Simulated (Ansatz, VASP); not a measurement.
Two plane-wave programs on SiC

```xyz
2
Lattice="0.0000 2.1783 2.1783 2.1783 0.0000 2.1783 2.1783 2.1783 0.0000" Properties=species:S:1:pos:R:3 pbc="T T T"
Si    3.2675    3.2675    3.2675
C     0.0000    0.0000    0.0000
```

Alike in both runs: functional r2SCAN; k mesh 10 × 10 × 10; occupations gaussian, width 0.02 eV; no spin polarisation.

Ansatz relaxed the structure, and its values are those at the end. VASP's run is a single point on that final structure, the one shown.

```csv
,VASP,Ansatz
version,VASP 6.6.1,Ansatz 0.2.0
potentials or method,"VASP PAW PBE potentials, release 64 (Si, C), cutoff 660 eV","scalar-relativistic, plane waves, PAW"
valence electrons in the cell,8,8
```

VASP gave:

| Quantity | Value |
| --- | --- |
| gap on the k mesh at the Fermi level (eV) | 1.73 |
| least direct gap on the mesh (eV) | 5.06 |
| pressure (GPa) | -0.4 |

Question: What did Ansatz give for the same quantities?

Answer: gap on the k mesh at the Fermi level (eV): 1.71; least direct gap on the mesh (eV): 5.05; pressure (GPa): 0.0.

VASP's potentials were made for PBE, not for r2SCAN. With one functional, cell and mesh, what is left measures potentials, basis and numerics.
